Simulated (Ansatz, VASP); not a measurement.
# La2O in VASP and in Ansatz

File INCAR:

```
PREC     = Accurate       # precision mode
ENCUT    = 600            # plane-wave cutoff, eV
EDIFF    = 1E-6           # SCF threshold, eV
ISMEAR   = 0              # smearing method
SIGMA    = 0.1            # smearing width, eV
LREAL    = F              # projectors in reciprocal space
LASPH    = T              # aspherical terms in the spheres
NELM     = 60             # most SCF steps
ALGO     = Normal         # electronic algorithm
ISIF     = 3              # what is computed and relaxed
LWAVE    = F              # write WAVECAR
LCHARG   = F              # write CHGCAR
GGA      = PE             # functional
IBRION   = 2              # ionic algorithm
NSW      = 100            # ionic steps
EDIFFG   = -0.01          # ionic threshold
```

File KPOINTS:

```
Automatic mesh
0
Gamma
  12 12 12
```

POSCAR

```
La2O
1.0
    0.0000000000      3.1925913037      3.1925913037
    3.1925913037      0.0000000000      3.1925913037
    3.1925913037      3.1925913037      0.0000000000
La O
2 1
Direct
    0.2500000000      0.2500000000      0.2500000000
    0.7500000000      0.7500000000      0.7500000000
    0.0000000000      0.0000000000      0.0000000000
```

Input for Ansatz:

```yaml
crystal:
  lattice:
    - [0.0, 3.1925913037, 3.1925913037]
    - [3.1925913037, 0.0, 3.1925913037]
    - [3.1925913037, 3.1925913037, 0.0]
  atoms:
    - { symbol: La, position: [0.25, 0.25, 0.25] }
    - { symbol: La, position: [0.75, 0.75, 0.75] }
    - { symbol: O, position: [0.0, 0.0, 0.0] }
basis:
  ecutwfc: 420
kpoints:
  mp_grid: { grid: [12, 12, 12] }
hamiltonian:
  xc: pbe
scf:
  occupations: { method: gaussian, width: 0.1 }
output:
  forces: true
  stress: true
  eigenvalues: true
  write_density: true
  write_potential: true
  elf: true
  volumetric_format: npy
relax:
  adjacent_minimum: "off"
  f_tol: 0.01
  max_steps: 80
  cell: { stress_tol: 0.05 }
```

Change from the starting cell: species swapped into the Na2S type (Fm-3m, No. 225).

Alike in both runs: task relaxation of cell and atoms; functional PBE; k mesh 12 × 12 × 12; occupations gaussian, width 0.1 eV; no spin polarisation.

|  | VASP | Ansatz |
| --- | --- | --- |
| version | VASP 6.6.1 | Ansatz 0.2.0 |
| potentials or method | VASP PAW PBE potentials, release 64 (La, O), cutoff 600 eV | scalar-relativistic, plane waves, PAW |
| valence electrons in the cell | 28 | 28 |

|  | VASP | Ansatz | Ansatz less VASP |
| --- | --- | --- | --- |
| gap on the k mesh at the Fermi level, each at its own relaxed structure (eV) | none | none | - |
| relaxed volume (Å³/atom) | 21.63 | 21.67 | +0.038 |
| relaxed cell length with the largest relative difference (Å) | 4.511 | 4.513 | +0.0026 |

A gap of «none» marks a metal or a gap that the smearing closes.

Spin-orbit coupling is off throughout.
